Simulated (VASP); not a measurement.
# Tl (Fm-3m) in VASP: further runs

The runs below take Tl through single point, relaxation of cell and atoms, with revPBE.

All numbers are computed with VASP 6.6.1; they aren't measurements. Logs are shortened: lines on timing, memory, paths and dates and some standing lists are left out, and cuts for length are marked.

## (1) The cell of the first run

It takes space group Fm-3m (No. 225, cubic). Conventional cell: a = 5.152 Å, b = 5.152 Å, c = 5.152 Å, α = 90.00°, β = 90.00°, γ = 90.00°. Within 4.8 Å of Tl (site symmetry m-3m) lie 12 Tl at 3.64 Å.

## (2) Single point, revPBE (volume scaled by 1.04)

Contents of INCAR:

```
SYSTEM = Tl
PREC     = Accurate       ! precision mode
ENCUT    = 520            ! plane-wave cutoff, eV
EDIFF    = 1E-6           ! SCF threshold, eV
ISMEAR   = -1             ! smearing method
SIGMA    = 0.1            ! smearing width, eV
LREAL    = .FALSE.        ! projectors in reciprocal space
LASPH    = .TRUE.         ! aspherical terms in the spheres
NELM     = 80             ! most SCF steps
ALGO     = Normal         ! electronic algorithm
ISIF     = 2              ! what is computed and relaxed
LWAVE    = .FALSE.        ! write WAVECAR
LCHARG   = .FALSE.        ! write CHGCAR
GGA      = RE             ! functional
NBANDS   = 12             ! bands
```

Contents of KPOINTS:

```
regular mesh
0
G
  12 12 12
  0 0 0
```

Contents of POSCAR:

```
Tl
1.0
    0.0000000000      2.5760724868      2.5760724868
    2.5760724868      0.0000000000      2.5760724868
    2.5760724868      2.5760724868      0.0000000000
Tl
1
Direct
    0.0000000000      0.0000000000      0.0000000000
```

Potentials or basis: VASP PAW PBE potentials, release 64 (Tl_d).

Started as:

```bash
$ cat potpaw_PBE.64/Tl_d/POTCAR > POTCAR
$ mpirun -np 1 vasp_std > vasp.out
```

OUTCAR:

```text
SYSTEM = Tl
   PREC = Accurate
   ENCUT = 520
   EDIFF = 1E-6
   ISMEAR = -1
   LREAL = .FALSE.
   LASPH = .TRUE.
   NELM = 80
   ISIF = 2
   GGA = RE

 ion  position               nearest neighbor table
   1  0.000  0.000  0.000-

  LATTYP: Found a face centered cubic cell.
 ALAT       =     5.1521449736

  Lattice vectors:

 A1 = (   0.0000000000,   2.5760724868,   2.5760724868)
 A2 = (   2.5760724868,   0.0000000000,   2.5760724868)
 A3 = (   2.5760724868,   2.5760724868,   0.0000000000)

Analysis of symmetry for initial positions (statically):
=====================================================================
 Subroutine PRICEL returns:
 Original cell was already a primitive cell.

 Routine SETGRP: Setting up the symmetry group for a
 face centered cubic supercell.

 Subroutine GETGRP returns: Found 48 space group operations
 (whereof 48 operations were pure point group operations)
 out of a pool of 48 trial point group operations.

The static configuration has the point symmetry O_h .

Analysis of symmetry for dynamics (positions and initial velocities):
=====================================================================
 Subroutine PRICEL returns:
 Original cell was already a primitive cell.

 Routine SETGRP: Setting up the symmetry group for a
 face centered cubic supercell.

 Subroutine GETGRP returns: Found 48 space group operations
 (whereof 48 operations were pure point group operations)
 out of a pool of 48 trial point group operations.

The dynamic configuration has the point symmetry O_h .

 Subroutine INISYM returns: Found 48 space group operations
 (whereof 48 operations are pure point group operations),
 and found     1 'primitive' translations

----------------------------------------------------------------------------------------

                                     Primitive cell

  volume of cell :      34.1904

  direct lattice vectors                    reciprocal lattice vectors
     0.000000000  2.576072487  2.576072487    -0.194093917  0.194093917  0.194093917
     2.576072487  0.000000000  2.576072487     0.194093917 -0.194093917  0.194093917
     2.576072487  2.576072487  0.000000000     0.194093917  0.194093917 -0.194093917

  length of vectors
     3.643116648  3.643116648  3.643116648     0.336180526  0.336180526  0.336180526

  position of ions in fractional coordinates (direct lattice)
     0.000000000  0.000000000  0.000000000

  ion indices of the primitive-cell ions
   primitive index   ion index
                 1           1

----------------------------------------------------------------------------------------

 KPOINTS: regular mesh

Automatic generation of k-mesh.
 Grid dimensions read from file:
 generate k-points for:   12   12   12

 Generating k-lattice:

  Cartesian coordinates                     Fractional coordinates (reciprocal lattice)
    -0.016174493  0.016174493  0.016174493     0.083333333  0.000000000  0.000000000
     0.016174493 -0.016174493  0.016174493     0.000000000  0.083333333  0.000000000
     0.016174493  0.016174493 -0.016174493     0.000000000  0.000000000  0.083333333

  Length of vectors
     0.028015044  0.028015044  0.028015044

  Shift w.r.t. Gamma in fractional coordinates (k-lattice)
     0.000000000  0.000000000  0.000000000

 Subroutine IBZKPT returns following result:
 ===========================================

 Found     72 irreducible k-points:

 Following reciprocal coordinates:
            Coordinates               Weight
  0.000000  0.000000  0.000000      1.000000
  0.083333  0.000000  0.000000      8.000000
  0.166667  0.000000  0.000000      8.000000
  0.250000  0.000000  0.000000      8.000000
  0.333333  0.000000  0.000000      8.000000
  0.416667  0.000000  0.000000      8.000000
[... 16 lines left out ...]
  0.500000  0.166667  0.000000     24.000000
 -0.416667  0.166667  0.000000     24.000000
 [... further k-points ...]
   k-points           NKPTS =     72   k-points in BZ     NKDIM =     72   number of bands    NBANDS=     12
   number of dos      NEDOS =    301   number of ions     NIONS =      1
   total plane-waves  NPLWV =  21952
   dimension x,y,z NGX =    28 NGY =   28 NGZ =   28
   dimension x,y,z NGXF=    56 NGYF=   56 NGZF=   56
   ions per type =               1
   NGX,Y,Z   is equivalent  to a cutoff of  12.78, 12.78, 12.78 a.u.
   NGXF,Y,Z  is equivalent  to a cutoff of  25.55, 25.55, 25.55 a.u.
 SYSTEM =  Tl
   PREC   = accura    normal or accurate (medium, high low for compatibility)
   ISTART =      0    job   : 0-new  1-cont  2-samecut
   ICHARG =      2    charge: 1-file 2-atom 10-const
   ISPIN  =      1    spin polarized calculation?
   LNONCOLLINEAR =      F non collinear calculations
   LSORBIT =      F    spin-orbit coupling
   LASPH  =      T    aspherical Exc in radial PAW
   ENCUT  =  520.0 eV  38.22 Ry    6.18 a.u.   6.77  6.77  6.77*2*pi/ulx,y,z
   NELM   =     80;   NELMIN=  2; NELMDL= -5     # of ELM steps
   EDIFF  = 0.1E-05   stopping-criterion for ELM
   LREAL  =      F    real-space projection
   EDIFFG = 0.1E-04   stopping-criterion for IOM
   NSW    =      0    number of steps for IOM
   IBRION =     -1    ionic relax: 0-MD 1-quasi-New 2-CG
   NFREE  =      0    steps in history (QN), initial steepest desc. (CG)
   ISIF   =      2    stress and relaxation
   ISYM   =      2    0-nonsym 1-usesym 2-fastsym
   POTIM  = 0.5000    time-step for ionic-motion
   TEBEG  =    0.0;   TEEND  =   0.0 temperature during run
   PSTRESS=    0.0 pullay stress
   NELECT =      13.0000    total number of electrons
   NUPDOWN=      -1.0000    fix difference up-down
   EMIN   =  10.00;   EMAX   =-10.00  energy-range for DOS
   EFERMI =   0.00;   METHOD = LEGACY
   ISMEAR =    -1;   SIGMA  =   0.10  broadening in eV -4-tet -1-fermi 0-gaus
   EFERMI_NEDOS =   21; number of points for ismear=-14 and -15
   IALGO  =     38    algorithm
   IMIX   =      4    mixing-type and parameters
     AMIX     =   0.40;   BMIX     =  1.00
     AMIX_MAG =   1.60;   BMIX_MAG =  1.00
  volume/ion in A,a.u.               =      34.19       230.73
  Fermi-wavevector in a.u.,A,eV,Ry     =   1.186009  2.241231 19.138181  1.406617
  Thomas-Fermi vector in A             =   2.322190
   LORBIT       =      0    0 simple, 1 ext, 2 COOP (PROOUT), +10 PAW based schemes
   GGA     = RE    functional components
   LHFCALC =     F    Hartree Fock is set to
   AEXX    =    0.0000 exact exchange contribution
   IVDW    =     0    specifies the selected vdW correction
   LEPSILON=     F    determine dielectric tensor
   LRPA    =     F    only Hartree local field effects (RPA)
 non-spin polarized calculation
  energy-cutoff  :      520.00
  volume of cell :       34.19
 maximum number of plane-waves:       941
   NGX = 13   NGY = 13   NGZ = 13

 number of electron      12.9999998 magnetization

 Free energy of the ion-electron system (eV)
  ---------------------------------------------------
  ext. energy  EPLUGINS =         0.00000000
  ---------------------------------------------------
  free energy    TOTEN  =        -1.88848812 eV

  energy without entropy =       -1.86438537  energy(sigma->0) =       -1.87643674

 E-fermi :   4.9622     XC(G=0):  -9.2264

 val. band max:        4.8941885496   @ k =  -0.3333   0.4167   0.1667
 cond. band min:       4.9756961873   @ k =  -0.4167   0.4167   0.1667
 fundamental gap:      0.0815076377
 Fermi energy:         4.9622232789

 k-point     1 :       0.0000    0.0000    0.0000
  band No.  band energies     occupation
      1      -6.5046      2.00000
      2      -6.5046      2.00000
      3      -6.5046      2.00000
      4      -6.3346      2.00000
      5      -6.3346      2.00000
      6      -3.9620      2.00000
      7      13.7818      0.00000
      8      13.7818      0.00000
      9      13.7818      0.00000
     10      15.6037      0.00000
     11      17.0942      0.00000
     12      18.4653      0.00000

 k-point     2 :       0.0833    0.0000    0.0000
  band No.  band energies     occupation
      1      -6.5067      2.00000
      2      -6.4929      2.00000
      3      -6.4929      2.00000
      4      -6.3357      2.00000
      5      -6.3357      2.00000
      6      -3.8366      2.00000
      7      12.3230      0.00000
      8      13.6315      0.00000
      9      13.6315      0.00000
     10      15.3934      0.00000
     11      17.7333      0.00000
     12      18.7409      0.00000

 k-point     3 :       0.1667    0.0000    0.0000
  band No.  band energies     occupation
      1      -6.5162      2.00000
      2      -6.4698      2.00000
      3      -6.4698      2.00000
      4      -6.3297      2.00000
      5      -6.3297      2.00000
      6      -3.4563      2.00000
      7       9.9063      0.00000
      8      13.2650      0.00000
      9      13.2650      0.00000
     10      15.1450      0.00000
     11      18.2313      0.00000
     12      18.9348      0.00000

 k-point     4 :       0.2500    0.0000    0.0000
  band No.  band energies     occupation
      1      -6.5361      2.00000
      2      -6.4633      2.00000
      3      -6.4633      2.00000
      4      -6.2952      2.00000
      5      -6.2952      2.00000
      6      -2.8199      2.00000
      7       7.5273      0.00000
      8      12.8286      0.00000
      9      12.8286      0.00000
     10      14.9790      0.00000
     11      17.2609      0.00000
     12      18.2228      0.00000

 k-point     5 :       0.3333    0.0000    0.0000
  band No.  band energies     occupation
      1      -6.5617      2.00000
      2      -6.4758      2.00000
      3      -6.4758      2.00000
      4      -6.2404      2.00000
      5      -6.2404      2.00000
      6      -1.9516      2.00000
      7       5.3742      0.03196
      8      12.4357      0.00000
      9      12.4357      0.00000
     10      14.9217      0.00000
     11      16.4322      0.00000
     12      17.6394      0.00000
[... 228 lines left out ...]
      1      -6.5779      2.00000
      2      -6.4572      2.00000
      3      -6.3878      2.00000
      4      -6.3406      2.00000
      5      -6.2238      2.00000
      6      -2.1165      2.00000
      7       7.0192      0.00000
      8      10.7474      0.00000
      9      10.8285      0.00000
     10      13.9273      0.00000
     11      16.2049      0.00000
     12      19.7893      0.00000

 k-point    22 :       0.4167    0.1667    0.0000
  band No.  band energies     occupation
      1      -6.5766      2.00000
      2      -6.4717      2.00000
      3      -6.4021      2.00000
      4      -6.3067      2.00000
      5      -6.1830      2.00000
      6      -1.2141      2.00000
      7       5.0967      0.41340
      8       9.9917      0.00000
      9      10.7078      0.00000
     10      13.6605      0.00000
     11      17.8068      0.00000
     12      19.0768      0.00000

 k-point    23 :       0.5000    0.1667    0.0000
  band No.  band energies     occupation
      1      -6.5702      2.00000
      2      -6.4799      2.00000
      3      -6.4168      2.00000
      4      -6.2732      2.00000
      5      -6.1720      2.00000
      6      -0.3208      2.00000
      7       3.6516      2.00000
      8       9.3473      0.00000
      9      10.8570      0.00000
     10      13.6552      0.00000
     11      18.1893      0.00000
     12      18.9700      0.00000

 k-point    24 :      -0.4167    0.1667    0.0000
  band No.  band energies     occupation
      1      -6.5538      2.00000
      2      -6.4849      2.00000
      3      -6.4242      2.00000
      4      -6.2491      2.00000
      5      -6.1978      2.00000
      6      -0.1382      2.00000
      7       3.4032      2.00000
      8       8.9103      0.00000
      9      11.2766      0.00000
     10      13.8843      0.00000
     11      17.7862      0.00000
     12      18.5715      0.00000

 [... further k-points ...]
[... 5 lines left out ...]
  --------------------------------------------------------------------------------------
  -------------------------------------------------------------------------------------
  Total       -0.1784890     -0.1784890     -0.1784890      0.0000000     -0.0000000      0.0000000
  in kB       -8.3640742     -8.3640742     -8.3640742      0.0000000     -0.0000000      0.0000000
  external PRESSURE =      -8.3640742 kB  Pullay stress =       0.0000000 kB

 VOLUME and BASIS-vectors are now :
 -----------------------------------------------------------------------------
  energy-cutoff  :      520.00
  volume of cell :       34.19
      direct lattice vectors                 reciprocal lattice vectors
     0.000000000  2.576072487  2.576072487    -0.194093917  0.194093917  0.194093917
     2.576072487  0.000000000  2.576072487     0.194093917 -0.194093917  0.194093917
     2.576072487  2.576072487  0.000000000     0.194093917  0.194093917 -0.194093917

 POSITION                                       TOTAL-FORCE (eV/Angst)
 -----------------------------------------------------------------------------------
      0.00000      0.00000      0.00000         0.000000      0.000000     -0.000000
 -----------------------------------------------------------------------------------
    total drift:                               -0.000000     -0.000000     -0.000000

  FREE ENERGIE OF THE ION-ELECTRON SYSTEM (eV)
  ---------------------------------------------------
  free  energy   TOTEN  =        -1.8884881155 eV

  energy  without entropy=       -1.8643853724  energy(sigma->0) =       -1.87643674
```

Wall time 13 s (1 thread of Intel Xeon Platinum 8488C (Sapphire Rapids), shared host); peak memory 0.17 GiB.

What came out:

| Quantity | Value |
| --- | --- |
| Free energy | -1.8885 eV |
| Pressure | -0.8 GPa |

Levels at points of the mesh, in eV from the Fermi level:
| k point | band 4 | band 5 | band 6 | band 7 | band 8 | band 9 |
| --- | --- | --- | --- | --- | --- | --- |
| (0.00, 0.00, 0.00) | -11.30 | -11.30 | -8.92 | 8.82 | 8.82 | 8.82 |
| (0.50, 0.00, 0.00) | -11.14 | -11.14 | -5.34 | -2.21 | 7.11 | 7.11 |
| (0.50, 0.50, 0.00) | -11.10 | -11.10 | -4.00 | -1.29 | 3.72 | 3.72 |

Caveat: the PAW data sets were made with another functional, which shifts forces and pressure a little; spin-orbit coupling is left out, which moves the levels of the heavy elements.

## (3) Single point, revPBE (volume scaled by 1.08)

Contents of INCAR:

```
ALGO     = Normal         # electronic algorithm
EDIFF    = 1E-6           # SCF threshold, eV
ENCUT    = 520            # plane-wave cutoff, eV
GGA      = RE             # functional
ISIF     = 2              # what is computed and relaxed
ISMEAR   = -1             # smearing method
LASPH    = T              # aspherical terms in the spheres
LCHARG   = F              # write CHGCAR
LREAL    = F              # projectors in reciprocal space
LWAVE    = F              # write WAVECAR
NBANDS   = 12             # bands
NELM     = 80             # most SCF steps
PREC     = Accurate       # precision mode
SIGMA    = 0.1            # smearing width, eV
```

Contents of KPOINTS:

```
k-points
0
Gamma
  12 12 12
```

Contents of POSCAR:

```
Tl
1.0
    0.0000000000      2.6086844613      2.6086844613
    2.6086844613      0.0000000000      2.6086844613
    2.6086844613      2.6086844613      0.0000000000
Tl
1
Direct
    0.0000000000      0.0000000000      0.0000000000
```

Potentials or basis: VASP PAW PBE potentials, release 64 (Tl_d).

Started as:

```bash
$ cat potpaw_PBE.64/Tl_d/POTCAR > POTCAR
$ mpirun -np 1 vasp_std > vasp.out
```

It took 13 s on 1 thread of Intel Xeon Platinum 8488C (Sapphire Rapids), shared host; peak memory 0.17 GiB.

The run converged. Its results:

```
Free energy : -1.8798 eV
Pressure    : -1.4 GPa
```

Levels at points of the mesh, in eV from the Fermi level:
```csv
k point,band 2,band 3,band 4,band 5,band 6,band 7,band 8,band 9,band 10,band 11
"(0.00, 0.00, 0.00)",-11.46,-11.46,-11.31,-11.31,-8.74,8.50,8.50,8.50,10.55,11.65
"(0.50, 0.00, 0.00)",-11.45,-11.45,-11.16,-11.16,-5.36,-2.09,6.86,6.86,9.97,10.28
"(0.50, 0.50, 0.00)",-11.57,-11.18,-11.13,-11.13,-4.10,-1.21,3.63,3.63,6.50,7.84
```

Caveat: the PAW data sets were made with another functional, which shifts forces and pressure a little; spin-orbit coupling is left out, which moves the levels of the heavy elements.

[end of part 1 of 2]
